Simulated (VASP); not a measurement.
# S (P-1) in VASP: single point with PBE+D3(BJ)

Aim: the single point of S with PBE+D3(BJ).

Everything below comes from runs of VASP 6.6.1. Logs are shortened: lines on timing, memory, paths and dates and some standing lists are left out, and cuts for length are marked.

## 1. The cell of the first run

The typed cell holds 8 atoms: a = 5.476 Å, b = 2.960 Å, c = 12.032 Å, α = 101.35°, β = 68.65°, γ = 90.00°.

## 2. Single point, PBE+D3(BJ) (the part above a cut slid along it)

Input file INCAR:

```
SYSTEM = S
PREC = Accurate
ENCUT = 520
EDIFF = 1E-6
ISMEAR = 0
SIGMA = 0.15
LREAL = .False.
LASPH = .True.
NELM = 80
ALGO = Normal
ISIF = 2
LWAVE = .False.
LCHARG = .True.
GGA = PE
IVDW = 12
LVHAR = .True.
NBANDS = 34
KPAR = 4
```

Input file KPOINTS:

```
Automatic mesh
0
Gamma
  9 16 5
  0 0 0
```

Input file POSCAR:

```
S
1.0
    0.0000000000     -5.4762743414      0.0000000000
    0.0000000000      0.0000000000     -2.9602546931
   10.9525486828     -4.3810194731      2.3682037545
S
8
Direct
   -0.0282678826      0.6509336807      0.1886671009
   -0.4282678826      1.0509336807      0.6886671009
    0.2282678826      1.1490663193      0.8113328991
    0.6282678826      0.7490663193      0.3113328991
   -0.3735994788      0.7509336807      0.9386671009
    0.0264005212      0.3509336807      0.4386671009
    0.5735994788      0.0490663193      0.0613328991
    0.1735994788      0.4490663193      0.5613328991
```

Potentials or basis: VASP PAW PBE potentials, release 64 (S).

Launch:

```bash
> cat potpaw_PBE.64/S/POTCAR > POTCAR
> mpirun -np 4 vasp_std > vasp.out
```

OUTCAR:

```text
SYSTEM = S
   PREC = Accurate
   ENCUT = 520
   EDIFF = 1E-6
   ISMEAR = 0
   LREAL = .False.
   LASPH = .True.
   NELM = 80
   ISIF = 2
   GGA = PE
   IVDW = 12
 IVDW          = 12

 ion  position               nearest neighbor table
   1  0.972  0.651  0.189-   4 1.90
   2  0.572  0.051  0.689-   3 1.90
   3  0.228  0.149  0.811-   2 1.90
   4  0.628  0.749  0.311-   1 1.90
   5  0.626  0.751  0.939-   7 1.49   7 2.73
   6  0.026  0.351  0.439-   8 1.90
   7  0.574  0.049  0.061-   5 1.49   5 2.73
   8  0.174  0.449  0.561-   6 1.90

  LATTYP: Found a triclinic cell.
 ALAT       =     8.0648628044
 B/A-ratio  =     0.3670558030
 C/A-ratio  =     1.3668039376
 COS(alpha) =     0.0537100886
 COS(beta)  =     0.1068975666
 COS(gamma) =     0.7341116061

  Lattice vectors:

 A1 = (   0.0000000000,  -5.4762743414,   5.9205093862)
 A2 = (   0.0000000000,   0.0000000000,   2.9602546931)
 A3 = ( -10.9525486828,  -1.0952548683,   0.5920509386)

Analysis of symmetry for initial positions (statically):
=====================================================================
 Subroutine PRICEL returns:
 Original cell was already a primitive cell.

 Routine SETGRP: Setting up the symmetry group for a
 triclinic supercell.

 Subroutine GETGRP returns: Found  2 space group operations
 (whereof  1 operations were pure point group operations)
 out of a pool of  2 trial point group operations.

The static configuration has the point symmetry C_1 .
 The point group associated with its full space group is S_2 .

Analysis of symmetry for dynamics (positions and initial velocities):
=====================================================================
 Subroutine PRICEL returns:
 Original cell was already a primitive cell.

 Routine SETGRP: Setting up the symmetry group for a
 triclinic supercell.

 Subroutine GETGRP returns: Found  2 space group operations
 (whereof  1 operations were pure point group operations)
 out of a pool of  2 trial point group operations.

The dynamic configuration has the point symmetry C_1 .
 The point group associated with its full space group is S_2 .

 Subroutine INISYM returns: Found  2 space group operations
 (whereof  1 operations are pure point group operations),
 and found     1 'primitive' translations

----------------------------------------------------------------------------------------

                                     Primitive cell

  volume of cell :     177.5536

  direct lattice vectors                    reciprocal lattice vectors
     0.000000000 -5.476274341  0.000000000    -0.073042360 -0.182605899  0.000000000
     0.000000000  0.000000000 -2.960254693     0.073042360  0.000000000 -0.337808771
    10.952548683 -4.381019473  2.368203755     0.091302950  0.000000000  0.000000000

  length of vectors
     5.476274341  2.960254693 12.031626793     0.196672572  0.345615324  0.091302950

  position of ions in fractional coordinates (direct lattice)
     0.971732117  0.650933681  0.188667101
     0.571732117  0.050933681  0.688667101
     0.228267883  0.149066319  0.811332899
     0.628267883  0.749066319  0.311332899
     0.626400521  0.750933681  0.938667101
     0.026400521  0.350933681  0.438667101
     0.573599479  0.049066319  0.061332899
     0.173599479  0.449066319  0.561332899

  ion indices of the primitive-cell ions
   primitive index   ion index
                 1           1
                 2           2
                 3           3
                 4           4
                 5           5
                 6           6
                 7           7
                 8           8

----------------------------------------------------------------------------------------

 KPOINTS: Automatic mesh

Automatic generation of k-mesh.
 Grid dimensions read from file:
 generate k-points for:    9   16    5

 Generating k-lattice:

  Cartesian coordinates                     Fractional coordinates (reciprocal lattice)
    -0.008115818 -0.020289544  0.000000000     0.111111111  0.000000000  0.000000000
     0.004565147  0.000000000 -0.021113048     0.000000000  0.062500000  0.000000000
     0.018260590  0.000000000  0.000000000     0.000000000  0.000000000  0.200000000

  Length of vectors
     0.021852508  0.021600958  0.018260590

  Shift w.r.t. Gamma in fractional coordinates (k-lattice)
     0.000000000  0.000000000  0.000000000

 Subroutine IBZKPT returns following result:
 ===========================================

 Found    361 irreducible k-points:

 Following reciprocal coordinates:
            Coordinates               Weight
  0.000000  0.000000  0.000000      1.000000
  0.111111  0.000000  0.000000      2.000000
  0.222222  0.000000 -0.000000      2.000000
  0.333333  0.000000 -0.000000      2.000000
  0.444444  0.000000 -0.000000      2.000000
  0.000000  0.062500  0.000000      2.000000
[... 16 lines left out ...]
 -0.111111  0.125000 -0.000000      2.000000
  0.000000  0.187500  0.000000      2.000000
 [... further k-points ...]
   k-points           NKPTS =    361   k-points in BZ     NKDIM =    361   number of bands    NBANDS=     34
   number of dos      NEDOS =    301   number of ions     NIONS =      8
   total plane-waves  NPLWV =  90720
   dimension x,y,z NGX =    42 NGY =   24 NGZ =   90
   dimension x,y,z NGXF=    84 NGYF=   48 NGZF=  180
   ions per type =               8
   NGX,Y,Z   is equivalent  to a cutoff of  12.75, 13.48, 12.44 a.u.
   NGXF,Y,Z  is equivalent  to a cutoff of  25.50, 26.96, 24.87 a.u.
 SYSTEM =  S
   PREC   = accura    normal or accurate (medium, high low for compatibility)
   ISTART =      0    job   : 0-new  1-cont  2-samecut
   ICHARG =      2    charge: 1-file 2-atom 10-const
   ISPIN  =      1    spin polarized calculation?
   LNONCOLLINEAR =      F non collinear calculations
   LSORBIT =      F    spin-orbit coupling
   LASPH  =      T    aspherical Exc in radial PAW
   ENCUT  =  520.0 eV  38.22 Ry    6.18 a.u.  10.18  5.50 22.37*2*pi/ulx,y,z
   NELM   =     80;   NELMIN=  2; NELMDL= -5     # of ELM steps
   EDIFF  = 0.1E-05   stopping-criterion for ELM
   LREAL  =      F    real-space projection
   EDIFFG = 0.1E-04   stopping-criterion for IOM
   NSW    =      0    number of steps for IOM
   IBRION =     -1    ionic relax: 0-MD 1-quasi-New 2-CG
   NFREE  =      0    steps in history (QN), initial steepest desc. (CG)
   ISIF   =      2    stress and relaxation
   ISYM   =      2    0-nonsym 1-usesym 2-fastsym
   POTIM  = 0.5000    time-step for ionic-motion
   TEBEG  =    0.0;   TEEND  =   0.0 temperature during run
   PSTRESS=    0.0 pullay stress
   NELECT =      48.0000    total number of electrons
   NUPDOWN=      -1.0000    fix difference up-down
   EMIN   =  10.00;   EMAX   =-10.00  energy-range for DOS
   EFERMI =   0.00;   METHOD = LEGACY
   ISMEAR =     0;   SIGMA  =   0.15  broadening in eV -4-tet -1-fermi 0-gaus
   EFERMI_NEDOS =   21; number of points for ismear=-14 and -15
   IALGO  =     38    algorithm
   IMIX   =      4    mixing-type and parameters
     AMIX     =   0.40;   BMIX     =  1.00
     AMIX_MAG =   1.60;   BMIX_MAG =  1.00
  volume/ion in A,a.u.               =      22.19       149.77
  Fermi-wavevector in a.u.,A,eV,Ry     =   1.058552  2.000373 15.245760  1.120532
  Thomas-Fermi vector in A             =   2.193865
   LORBIT       =      0    0 simple, 1 ext, 2 COOP (PROOUT), +10 PAW based schemes
   GGA     = PE    functional components
   LHFCALC =     F    Hartree Fock is set to
   AEXX    =    0.0000 exact exchange contribution
   IVDW    =    12    specifies the selected vdW correction
   LEPSILON=     F    determine dielectric tensor
   LRPA    =     F    only Hartree local field effects (RPA)
 non-spin polarized calculation
 Gauss-broadening in eV      SIGMA  =   0.15
  energy-cutoff  :      520.00
  volume of cell :      177.55
 maximum number of plane-waves:      4815
 NGX is ok and might be reduce to    42
   NGX = 21   NGY = 11   NGZ = 45

 number of electron      48.0000001 magnetization

 Free energy of the ion-electron system (eV)
  ---------------------------------------------------
  ext. energy  EPLUGINS =         0.00000000
  ---------------------------------------------------
  free energy    TOTEN  =       -24.22573775 eV

  energy without entropy =      -24.14271680  energy(sigma->0) =      -24.18422728

 E-fermi :   3.9161     XC(G=0):  -9.0852

 val. band max:        3.9157872710   @ k =   0.2222   0.3125   0.4000
 cond. band min:       3.9175733269   @ k =   0.4444  -0.0625   0.4000
 fundamental gap:      0.0017860559
 Fermi energy:         3.9161485700

 k-point     1 :       0.0000    0.0000    0.0000
  band No.  band energies     occupation
      1     -16.7144      2.00000
      2     -12.5315      2.00000
      3     -12.2731      2.00000
      4     -11.9745      2.00000
      5      -7.0324      2.00000
      6      -6.9360      2.00000
[... 26 lines left out ...]
     33      10.5101      0.00000
     34      10.5772      0.00000

 k-point     2 :       0.1111    0.0000    0.0000
  band No.  band energies     occupation
      1     -16.7138      2.00000
      2     -12.5151      2.00000
      3     -12.2695      2.00000
      4     -11.9912      2.00000
      5      -7.0463      2.00000
      6      -6.9666      2.00000
[... 26 lines left out ...]
     33      10.4495      0.00000
     34      10.5229      0.00000

 k-point     3 :       0.2222    0.0000   -0.0000
  band No.  band energies     occupation
      1     -16.7122      2.00000
      2     -12.4671      2.00000
      3     -12.2615      2.00000
      4     -12.0388      2.00000
      5      -7.1526      2.00000
      6      -6.9603      2.00000
[... 26 lines left out ...]
     33      10.1353      0.00000
     34      10.6028      0.00000
[... 704 lines left out ...]
 k-point    23 :      -0.1111    0.1250   -0.0000
  band No.  band energies     occupation
      1     -16.5967      2.00000
      2     -12.3772      2.00000
      3     -12.1388      2.00000
      4     -11.8769      2.00000
      5      -6.9124      2.00000
      6      -6.8004      2.00000
[... 26 lines left out ...]
     33      10.4442      0.00000
     34      10.4977      0.00000

 k-point    24 :       0.0000    0.1875    0.0000
  band No.  band energies     occupation
      1     -16.4611      2.00000
      2     -12.2287      2.00000
      3     -11.9904      2.00000
      4     -11.7315      2.00000
      5      -6.7061      2.00000
      6      -6.6150      2.00000
[... 26 lines left out ...]
     33      10.3856      0.00000
     34      10.6691      0.00000

 [... further k-points ...]

------------------------ aborting loop because EDIFF is reached ----------------------------------------

 Edisp (eV)   -2.15881

 E8    (eV) :    -0.7788

  FORCE on cell =-STRESS in cart. coord.  units (eV):
  Direction    XX          YY          ZZ          XY          YZ          ZX
  --------------------------------------------------------------------------------------
  -------------------------------------------------------------------------------------
  Total      41.98948    -0.14195    10.99584    -7.65519     2.54198   -15.87093
  in kB     378.89738    -1.28086    99.22233   -69.07754    22.93791  -143.21336
  external pressure =      158.95 kB  Pullay stress =        0.00 kB

 VOLUME and BASIS-vectors are now :
 -----------------------------------------------------------------------------
  energy-cutoff  :      520.00
  volume of cell :      177.55
      direct lattice vectors                 reciprocal lattice vectors
     0.000000000 -5.476274341  0.000000000    -0.073042360 -0.182605899  0.000000000
     0.000000000  0.000000000 -2.960254693     0.073042360  0.000000000 -0.337808771
    10.952548683 -4.381019473  2.368203755     0.091302950  0.000000000  0.000000000

 POSITION                                       TOTAL-FORCE (eV/Angst)
 -----------------------------------------------------------------------------------
      2.06639     -6.14803     -1.48013        -0.380379     -0.010128      0.080212
      7.54266     -6.14803      1.48013        -0.224514     -0.070191      0.040663
      8.88616     -4.80452      1.48013         0.380379      0.010128     -0.080212
      3.40989     -4.80452     -1.48013         0.224514      0.070191     -0.040663
     10.28080     -7.54266      0.00000       -31.794479      6.246043     11.820409
      4.80452     -2.06639      0.00000         0.134811     -0.156597     -0.007443
      0.67175     -3.40989     -0.00000        31.794479     -6.246043    -11.820409
      6.14803     -3.40989     -0.00000        -0.134811      0.156597      0.007443
 -----------------------------------------------------------------------------------
    total drift:                                0.000004      0.000002      0.000004

  FREE ENERGIE OF THE ION-ELECTRON SYSTEM (eV)
  ---------------------------------------------------
  free  energy   TOTEN  =       -26.3845434655 eV

  energy  without entropy=      -26.3015225133  energy(sigma->0) =      -26.34303299
```

It took 13 min on 4 MPI ranks of Intel Xeon Platinum 8488C (Sapphire Rapids), shared host; peak memory 1.3 GiB.

Results:

```yaml
Free_energy: -26.3845 eV
Pressure: 15.9 GPa
Largest_force: 34.491 eV/Å
Band_gap_on_the_k_mesh: zero (bands 24 and 25 overlap by 1.33 eV)
Dispersion_energy_per_atom: -0.270 eV
```

Forces on the atoms (eV/Å):
```
S    -0.380  -0.010   0.080
S    -0.225  -0.070   0.041
S     0.380   0.010  -0.080
S     0.225   0.070  -0.041
S   -31.794   6.246  11.820
S     0.135  -0.157  -0.007
S    31.794  -6.246 -11.820
S    -0.135   0.157   0.007
```

Levels at points of the mesh, in eV from the Fermi level:
```csv
k point,band 21,band 22,band 23,band 24,band 25,band 26,band 27,band 28
"(0.00, 0.00, 0.00)",-0.82,-0.61,-0.28,0.02,0.87,2.63,2.63,2.63
"(0.00, 0.50, 0.00)",-2.28,-2.04,-2.01,-0.85,-0.21,0.07,0.10,0.12
```

Caveat: the cell differs from its parent crystal (the part above a cut slid along it); the stress differs along the axes, from -0 to 38 GPa; forces of over 1 eV/Å act on the atoms, so gaps and moduli don't describe the material at rest.
